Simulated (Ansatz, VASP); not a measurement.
## SnO2 in VASP and in Ansatz

File POSCAR:

```
SnO2
1.0
    4.7599425472      0.0000000000      0.0000000000
    0.0000000000      4.7599425472      0.0000000000
    0.0000000000      0.0000000000      3.2008135226
Sn O
2 4
Direct
    0.0000000000      0.0000000000      0.0000000000
    0.5000000000      0.5000000000      0.5000000000
    0.3059109373      0.3059109373      0.0000000000
    0.1940890627      0.8059109373      0.5000000000
    0.6940890627      0.6940890627      0.0000000000
    0.8059109373      0.1940890627      0.5000000000
```

File INCAR.step1:

```
SYSTEM = SnO2
PREC     = Accurate       ! precision mode
ENCUT    = 520            ! plane-wave cutoff, eV
ISMEAR   = 0              ! smearing method
SIGMA    = 0.02           ! smearing width, eV
LREAL    = .FALSE.        ! projectors in reciprocal space
LASPH    = .TRUE.         ! aspherical terms in the spheres
NELM     = 100            ! most SCF steps
NBANDS   = 35             ! bands
GGA      = PE             ! functional
ALGO     = Normal         ! electronic algorithm
EDIFF    = 1E-4           ! SCF threshold, eV
LWAVE    = .TRUE.         ! write WAVECAR
LCHARG   = .FALSE.        ! write CHGCAR
```

The input INCAR.step2:

```
SYSTEM = SnO2
PREC     = Accurate       ! precision mode
ENCUT    = 520            ! plane-wave cutoff, eV
EDIFF    = 1E-6           ! SCF threshold, eV
ISMEAR   = 0              ! smearing method
SIGMA    = 0.02           ! smearing width, eV
LREAL    = .FALSE.        ! projectors in reciprocal space
LASPH    = .TRUE.         ! aspherical terms in the spheres
NELM     = 100            ! most SCF steps
ALGO     = Normal         ! electronic algorithm
ISIF     = 2              ! what is computed and relaxed
LWAVE    = .FALSE.        ! write WAVECAR
LCHARG   = .TRUE.         ! write CHGCAR
METAGGA  = R2SCAN         ! meta-GGA
LMIXTAU  = .TRUE.       
LELF     = .TRUE.         ! ELF
LVHAR    = .TRUE.       
NBANDS   = 35             ! bands
ISTART   = 1
```

KPOINTS

```
regular mesh
0
G
  6 6 8
  0 0 0
```

Input for Ansatz:

```yaml
crystal:
  lattice:
    - [4.7599425472, 0.0, 0.0]
    - [0.0, 4.7599425472, 0.0]
    - [0.0, 0.0, 3.2008135226]
  atoms:
    - { symbol: Sn, position: [0.0, 0.0, 0.0] }
    - { symbol: Sn, position: [0.5, 0.5, 0.5] }
    - { symbol: O, position: [0.3059109373, 0.3059109373, 0.0] }
    - { symbol: O, position: [0.1940890627, 0.8059109373, 0.5] }
    - { symbol: O, position: [0.6940890627, 0.6940890627, 0.0] }
    - { symbol: O, position: [0.8059109373, 0.1940890627, 0.5] }
basis:
  ecutwfc: 500
kpoints:
  mp_grid: { grid: [6, 6, 8] }
  band_path:
    path:
      - [[0.0, 0.0, 0.0], [0.0, 0.5, 0.0], [0.5, 0.5, 0.0], [0.0, 0.0, 0.0], [0.0, 0.0, 0.5], [0.0, 0.5, 0.5], [0.5, 0.5, 0.5], [0.0, 0.0, 0.5]]
      - [[0.0, 0.5, 0.0], [0.0, 0.5, 0.5]]
      - [[0.5, 0.5, 0.0], [0.5, 0.5, 0.5]]
    npoints: 14
hamiltonian:
  xc: r2scan
scf:
  occupations: { method: gaussian, width: 0.02 }
  n_extra_bands: 15
output:
  forces: true
  stress: true
  eigenvalues: true
  populations: true
  dos: { projected: true, de: 0.02, nscf_kmesh: { grid: [9, 9, 12] } }
  bader: true
  write_density: true
  write_potential: true
  elf: true
  volumetric_format: npy
```

Alike in both runs: task single point; functional r2SCAN; k mesh 6 × 6 × 8; occupations gaussian, width 0.02 eV; no spin polarisation.

|  | VASP | Ansatz |
| --- | --- | --- |
| version | VASP 6.6.1 | Ansatz 0.2.0 |
| potentials or method | VASP PAW PBE potentials, release 64 (Sn_d, O), cutoff 520 eV | scalar-relativistic, plane waves, PAW |
| valence electrons in the cell | 52 | 52 |

VASP gave:

| Quantity | Value |
| --- | --- |
| gap on the k mesh at the Fermi level (eV) | 1.79 |
| least direct gap on the mesh (eV) | 1.79 |
| pressure (GPa) | 1.1 |
| traceless stress, the component that is largest in VASP (GPa) | 0.34 |
| rms of the force components (eV/Å) | 0.013 |

Question: Which values does Ansatz return?

Answer: gap on the k mesh at the Fermi level (eV): 1.77; least direct gap on the mesh (eV): 1.77; pressure (GPa): 0.0; traceless stress, the component that is largest in VASP (GPa): 0.00; rms of the force components (eV/Å): 0.000.

VASP's potentials were made for PBE, not for r2SCAN. Atom by atom the forces differ by 0.013 eV/Å (rms over components). The functional is the same, so the differences come from potentials, cutoffs and numerics.
